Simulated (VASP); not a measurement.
# Ga7Sb7H18 in VASP: single point with PBEsol

Aim: the single point of Ga7Sb7H18 with PBEsol.

All numbers are computed with VASP 6.6.1; they aren't measurements. Logs are shortened: lines on timing, memory, paths and dates and some standing lists are left out, and cuts for length are marked.

## Step 1: The cell of the first run

The cell holds a wire or tube with vacuum around it, 32 atoms: a = 17.100 Å, b = 16.400 Å, c = 10.476 Å, α = 90.00°, β = 90.00°, γ = 90.00°.

## Step 2: Single point, PBEsol

INCAR

```
ALGO     = Normal         # electronic algorithm
EDIFF    = 1E-6           # SCF threshold, eV
ENCUT    = 520            # plane-wave cutoff, eV
GGA      = PS             # functional
ISIF     = 2              # what is computed and relaxed
ISMEAR   = 0              # smearing method
LASPH    = T              # aspherical terms in the spheres
LCHARG   = F              # write CHGCAR
LREAL    = Auto         
LWAVE    = F              # write WAVECAR
NBANDS   = 94             # bands
NELM     = 60             # most SCF steps
PREC     = Accurate       # precision mode
SIGMA    = 0.05           # smearing width, eV
```

KPOINTS

```
k-points
0
Gamma
  1 1 5
```

POSCAR

```
Ga7Sb7H18
1.0
   17.1000000000      0.0000000000      0.0000000000
    0.0000000000     16.4000000000      0.0000000000
    0.0000000000      0.0000000000     10.4757116810
Ga Sb H
7 7 18
Direct
    0.4961509137      0.5000000000     -0.0320170555
    0.3470916272      0.5000000000      0.3442728711
    0.6493726692      0.5000000000      0.6807177311
    0.5706794811      0.3654037237      0.3442715172
    0.4195050159      0.6383654699      0.6807122356
    0.5706794811      0.6345962763      0.3442715172
    0.4195050159      0.3616345301      0.6807122356
    0.5641470389      0.6227980061      0.0899593073
    0.4258138185      0.3729768662      0.4254076246
    0.5641470389      0.3772019939      0.0899593073
    0.4258138185      0.6270231338      0.4254076246
    0.3601598989      0.5000000000      0.0899651003
    0.6368177896      0.5000000000      0.4254134731
    0.4961319281      0.5000000000      0.7225455073
    0.5262625642      0.7093415774      0.0241954247
    0.6549720561      0.6318540489      0.0242030645
    0.3809866731      0.2920282957      0.3525932222
    0.2581972314      0.5000000000      0.3766940104
    0.6845155183      0.4159060395      0.7192833815
    0.6845155183      0.5840939605      0.7192833815
    0.5262625642      0.2906584226      0.0241954247
    0.6549720561      0.3681459511      0.0242030645
    0.3809866731      0.7079717043      0.3525932222
    0.6151176814      0.2851307731      0.3766908104
    0.3320784483      0.6280524642      0.7192367457
    0.4717584588      0.7121596349      0.7192929607
    0.3072174431      0.4225174436      0.0242117774
    0.3072174431      0.5774825564      0.0242117774
    0.7264670759      0.5000000000      0.3526132715
    0.6151176814      0.7148692269      0.3766908104
    0.3320784483      0.3719475358      0.7192367457
    0.4717584588      0.2878403651      0.7192929607
```

Potentials or basis: VASP PAW PBE potentials, release 64 (Ga_d, Sb, H).

On the command line:

```sh
cat potpaw_PBE.64/Ga_d/POTCAR potpaw_PBE.64/Sb/POTCAR potpaw_PBE.64/H/POTCAR > POTCAR
mpirun -np 1 vasp_std > vasp.out
```

OUTCAR:

```text
EDIFF = 1E-6
   ENCUT = 520
   GGA = PS
   ISIF = 2
   ISMEAR = 0
   LASPH = T
   LREAL = Auto
   NELM = 60
   PREC = Accurate

 ion  position               nearest neighbor table
   1  0.496  0.500  0.968-  14 2.57  10 2.65   8 2.65  12 2.65
   2  0.347  0.500  0.344-  18 1.56  11 2.62   9 2.62  12 2.67
   3  0.649  0.500  0.681-  19 1.56  20 1.56  14 2.66  13 2.68
   4  0.571  0.365  0.344-  24 1.56  13 2.62   9 2.62  10 2.67
   5  0.420  0.638  0.681-  26 1.56  25 1.56  14 2.66  11 2.68
   6  0.571  0.635  0.344-  30 1.56  13 2.62  11 2.62   8 2.67
   7  0.420  0.362  0.681-  32 1.56  31 1.56  14 2.66   9 2.68
   8  0.564  0.623  0.090-  16 1.71  15 1.71   1 2.65   6 2.67
   9  0.426  0.373  0.425-  17 1.71   2 2.62   4 2.62   7 2.68
  10  0.564  0.377  0.090-  22 1.71  21 1.71   1 2.65   4 2.67
  11  0.426  0.627  0.425-  23 1.71   2 2.62   6 2.62   5 2.68
  12  0.360  0.500  0.090-  27 1.71  28 1.71   1 2.65   2 2.67
  13  0.637  0.500  0.425-  29 1.71   6 2.62   4 2.62   3 2.68
  14  0.496  0.500  0.723-   1 2.57   5 2.66   7 2.66   3 2.66
  15  0.526  0.709  0.024-   8 1.71
  16  0.655  0.632  0.024-   8 1.71
  17  0.381  0.292  0.353-   9 1.71
  18  0.258  0.500  0.377-   2 1.56
  19  0.685  0.416  0.719-   3 1.56
  20  0.685  0.584  0.719-   3 1.56
[... 10 lines left out ...]
  31  0.332  0.372  0.719-   7 1.56
  32  0.472  0.288  0.719-   7 1.56

  LATTYP: Found a simple orthorhombic cell.
 ALAT       =    10.4757116810
 B/A-ratio  =     1.5655260950
 C/A-ratio  =     1.6323473307

  Lattice vectors:

 A1 = (   0.0000000000,   0.0000000000, -10.4757116810)
 A2 = (   0.0000000000,  16.4000000000,   0.0000000000)
 A3 = (  17.1000000000,   0.0000000000,   0.0000000000)

Analysis of symmetry for initial positions (statically):
=====================================================================
 Subroutine PRICEL returns:
 Original cell was already a primitive cell.

 Routine SETGRP: Setting up the symmetry group for a
 simple orthorhombic supercell.

 Subroutine GETGRP returns: Found  2 space group operations
 (whereof  2 operations were pure point group operations)
 out of a pool of  8 trial point group operations.

The static configuration has the point symmetry C_1h.

Analysis of symmetry for dynamics (positions and initial velocities):
=====================================================================
 Subroutine PRICEL returns:
 Original cell was already a primitive cell.

 Routine SETGRP: Setting up the symmetry group for a
 simple orthorhombic supercell.

 Subroutine GETGRP returns: Found  2 space group operations
 (whereof  2 operations were pure point group operations)
 out of a pool of  8 trial point group operations.

The dynamic configuration has the point symmetry C_1h.

 Subroutine INISYM returns: Found  2 space group operations
 (whereof  2 operations are pure point group operations),
 and found     1 'primitive' translations

----------------------------------------------------------------------------------------

                                     Primitive cell

  volume of cell :    2937.8086

  direct lattice vectors                    reciprocal lattice vectors
    17.100000000  0.000000000  0.000000000     0.058479532  0.000000000  0.000000000
     0.000000000 16.400000000  0.000000000     0.000000000  0.060975610  0.000000000
     0.000000000  0.000000000 10.475711681     0.000000000  0.000000000  0.095458908

  length of vectors
    17.100000000 16.400000000 10.475711681     0.058479532  0.060975610  0.095458908

  position of ions in fractional coordinates (direct lattice)
     0.496150914  0.500000000  0.967982945
     0.347091627  0.500000000  0.344272871
     0.649372669  0.500000000  0.680717731
     0.570679481  0.365403724  0.344271517
     0.419505016  0.638365470  0.680712236
     0.570679481  0.634596276  0.344271517
[... 24 lines left out ...]
     0.332078448  0.371947536  0.719236746
     0.471758459  0.287840365  0.719292961

  ion indices of the primitive-cell ions
   primitive index   ion index
                 1           1
                 2           2
                 3           3
                 4           4
                 5           5
                 6           6
[... 24 lines left out ...]
                31          31
                32          32

----------------------------------------------------------------------------------------

 KPOINTS: k-points

Automatic generation of k-mesh.
 Grid dimensions read from file:
 generate k-points for:    1    1    5

 Generating k-lattice:

  Cartesian coordinates                     Fractional coordinates (reciprocal lattice)
     0.058479532  0.000000000  0.000000000     1.000000000  0.000000000  0.000000000
     0.000000000  0.060975610  0.000000000     0.000000000  1.000000000  0.000000000
     0.000000000  0.000000000  0.019091782     0.000000000  0.000000000  0.200000000

  Length of vectors
     0.058479532  0.060975610  0.019091782

  Shift w.r.t. Gamma in fractional coordinates (k-lattice)
     0.000000000  0.000000000  0.000000000

 Subroutine IBZKPT returns following result:
 ===========================================

 Found      3 irreducible k-points:

 Following reciprocal coordinates:
            Coordinates               Weight
  0.000000  0.000000  0.000000      1.000000
  0.000000  0.000000  0.200000      2.000000
  0.000000  0.000000  0.400000      2.000000
   k-points           NKPTS =      3   k-points in BZ     NKDIM =      3   number of bands    NBANDS=     94
   number of dos      NEDOS =    301   number of ions     NIONS =     32
   total plane-waves  NPLWV = ******
   dimension x,y,z NGX =   128 NGY =  126 NGZ =   80
   dimension x,y,z NGXF=   256 NGYF=  252 NGZF=  160
   ions per type =               7   7  18
   NGX,Y,Z   is equivalent  to a cutoff of  12.44, 12.77, 12.70 a.u.
   NGXF,Y,Z  is equivalent  to a cutoff of  24.89, 25.55, 25.39 a.u.
 SYSTEM =  unknown system
   PREC   = accura    normal or accurate (medium, high low for compatibility)
   ISTART =      0    job   : 0-new  1-cont  2-samecut
   ICHARG =      2    charge: 1-file 2-atom 10-const
   ISPIN  =      1    spin polarized calculation?
   LNONCOLLINEAR =      F non collinear calculations
   LSORBIT =      F    spin-orbit coupling
   LASPH  =      T    aspherical Exc in radial PAW
   ENCUT  =  520.0 eV  38.22 Ry    6.18 a.u.  31.79 30.49 19.48*2*pi/ulx,y,z
   NELM   =     60;   NELMIN=  2; NELMDL= -5     # of ELM steps
   EDIFF  = 0.1E-05   stopping-criterion for ELM
   LREAL  =      T    real-space projection
   EDIFFG = 0.1E-04   stopping-criterion for IOM
   NSW    =      0    number of steps for IOM
   IBRION =     -1    ionic relax: 0-MD 1-quasi-New 2-CG
   NFREE  =      0    steps in history (QN), initial steepest desc. (CG)
   ISIF   =      2    stress and relaxation
   ISYM   =      2    0-nonsym 1-usesym 2-fastsym
   POTIM  = 0.5000    time-step for ionic-motion
   TEBEG  =    0.0;   TEEND  =   0.0 temperature during run
   PSTRESS=    0.0 pullay stress
   NELECT =     144.0000    total number of electrons
   NUPDOWN=      -1.0000    fix difference up-down
   EMIN   =  10.00;   EMAX   =-10.00  energy-range for DOS
   EFERMI =   0.00;   METHOD = LEGACY
   ISMEAR =     0;   SIGMA  =   0.05  broadening in eV -4-tet -1-fermi 0-gaus
   EFERMI_NEDOS =   21; number of points for ismear=-14 and -15
   IALGO  =     38    algorithm
   IMIX   =      4    mixing-type and parameters
     AMIX     =   0.40;   BMIX     =  1.00
     AMIX_MAG =   1.60;   BMIX_MAG =  1.00
  volume/ion in A,a.u.               =      91.81       619.54
  Fermi-wavevector in a.u.,A,eV,Ry     =   0.599130  1.132192  4.883905  0.358957
  Thomas-Fermi vector in A             =   1.650496
   LORBIT       =      0    0 simple, 1 ext, 2 COOP (PROOUT), +10 PAW based schemes
   GGA     = PS    functional components
   LHFCALC =     F    Hartree Fock is set to
   AEXX    =    0.0000 exact exchange contribution
   IVDW    =     0    specifies the selected vdW correction
   LEPSILON=     F    determine dielectric tensor
   LRPA    =     F    only Hartree local field effects (RPA)
 non-spin polarized calculation
 Gauss-broadening in eV      SIGMA  =   0.05
  energy-cutoff  :      520.00
  volume of cell :     2937.81
 maximum number of plane-waves:     79129
 NGX is ok and might be reduce to   126
   NGX = 63   NGY = 61   NGZ = 39

 number of electron     143.9999952 magnetization

 Free energy of the ion-electron system (eV)
  ---------------------------------------------------
  ext. energy  EPLUGINS =         0.00000000
  ---------------------------------------------------
  free energy    TOTEN  =      -108.17544717 eV

  energy without entropy =     -108.17544717  energy(sigma->0) =     -108.17544717

 E-fermi :  -3.9716     XC(G=0):  -2.1614

 val. band max:       -4.2507331713   @ k =   0.0000   0.0000   0.0000
 cond. band min:      -1.5442590266   @ k =   0.0000   0.0000   0.4000
 fundamental gap:      2.7064741447
 Fermi energy:        -3.9716000617

 k-point     1 :       0.0000    0.0000    0.0000
  band No.  band energies     occupation
      1     -18.3350      2.00000
      2     -18.3349      2.00000
      3     -18.3147      2.00000
      4     -18.2810      2.00000
      5     -18.2810      2.00000
      6     -18.0402      2.00000
[... 76 lines left out ...]
     83      -0.0450      0.00000
     84       0.1103      0.00000

 k-point     2 :       0.0000    0.0000    0.2000
  band No.  band energies     occupation
      1     -18.3350      2.00000
      2     -18.3349      2.00000
      3     -18.3147      2.00000
      4     -18.2810      2.00000
      5     -18.2810      2.00000
      6     -18.0402      2.00000
[... 76 lines left out ...]
     83      -0.0538      0.00000
     84       0.1504      0.00000

 k-point     3 :       0.0000    0.0000    0.4000
  band No.  band energies     occupation
      1     -18.3350      2.00000
      2     -18.3349      2.00000
      3     -18.3147      2.00000
      4     -18.2810      2.00000
      5     -18.2810      2.00000
      6     -18.0402      2.00000
[... 76 lines left out ...]
     83      -0.0528      0.00000
     84       0.2663      0.00000
 [bands above 84 left out]

------------------------ aborting loop because EDIFF is reached ----------------------------------------

  FORCE on cell =-STRESS in cart. coord.  units (eV):
  Direction    XX          YY          ZZ          XY          YZ          ZX
  --------------------------------------------------------------------------------------
  -------------------------------------------------------------------------------------
  Total        0.4881775      0.4726037      0.2403048      0.0000000      0.0000000      0.0003831
  in kB        0.2662348      0.2577414      0.1310538      0.0000000      0.0000000      0.0002089
  external PRESSURE =       0.2183433 kB  Pullay stress =       0.0000000 kB

 VOLUME and BASIS-vectors are now :
 -----------------------------------------------------------------------------
  energy-cutoff  :      520.00
  volume of cell :     2937.81
      direct lattice vectors                 reciprocal lattice vectors
    17.100000000  0.000000000  0.000000000     0.058479532  0.000000000  0.000000000
     0.000000000 16.400000000  0.000000000     0.000000000  0.060975610  0.000000000
     0.000000000  0.000000000 10.475711681     0.000000000  0.000000000  0.095458908

 POSITION                                       TOTAL-FORCE (eV/Angst)
 -----------------------------------------------------------------------------------
      8.48418      8.20000     10.14031        -0.000993     -0.000000      0.012434
      5.93527      8.20000      3.60650        -0.042726     -0.000000      0.000470
     11.10427      8.20000      7.13100         0.032599     -0.000000      0.012941
      9.75862      5.99262      3.60649         0.021348     -0.036022      0.000877
      7.17354     10.46919      7.13095        -0.017899      0.027713      0.012926
      9.75862     10.40738      3.60649         0.021348      0.036022      0.000877
[... 24 lines left out ...]
      5.67854      6.09994      7.53452         0.025353     -0.001881     -0.006169
      8.06707      4.72058      7.53511        -0.014661      0.021195     -0.006178
 -----------------------------------------------------------------------------------
    total drift:                                0.004721      0.000000      0.010243

  FREE ENERGIE OF THE ION-ELECTRON SYSTEM (eV)
  ---------------------------------------------------
  free  energy   TOTEN  =      -108.1754471667 eV

  energy  without entropy=     -108.1754471667  energy(sigma->0) =     -108.17544717
```

Wall time 70 min (1 thread of Oxide Virtual Turin-like, shared host); peak memory 2.3 GiB.

What came out:

| Item | Value |
| --- | --- |
| Free energy | -108.1754 eV |
| Largest force | 0.155 eV/Å |
| Band gap on the k mesh | 2.71 eV (least direct gap 2.86 eV) |

Forces on the atoms (eV/Å):
```
Ga  -0.001  0.000  0.012
Ga  -0.043  0.000  0.000
Ga   0.033  0.000  0.013
Ga   0.021 -0.036  0.001
Ga  -0.018  0.028  0.013
Ga   0.021  0.036  0.001
Ga  -0.018 -0.028  0.013
Sb  -0.057 -0.104  0.097
Sb   0.049  0.085  0.058
Sb  -0.057  0.104  0.097
Sb   0.049 -0.085  0.058
Sb   0.122  0.000  0.096
Sb  -0.101  0.000  0.059
Sb   0.002  0.000 -0.028
H   -0.045  0.100 -0.046
H    0.108  0.011 -0.046
H   -0.052 -0.090 -0.053
H    0.029  0.000 -0.005
H   -0.011  0.023 -0.006
H   -0.011 -0.023 -0.006
H   -0.045 -0.100 -0.046
H    0.108 -0.011 -0.046
H   -0.052  0.090 -0.053
H   -0.014  0.025 -0.005
H    0.025  0.002 -0.006
H   -0.015 -0.021 -0.006
H   -0.064 -0.088 -0.046
H   -0.064  0.088 -0.046
H    0.104  0.000 -0.053
H   -0.014 -0.025 -0.005
H    0.025 -0.002 -0.006
H   -0.015  0.021 -0.006
```

Caveat: the PAW data sets were made with another functional, which shifts forces and pressure a little; spin-orbit coupling is left out, which moves the levels of the heavy elements.
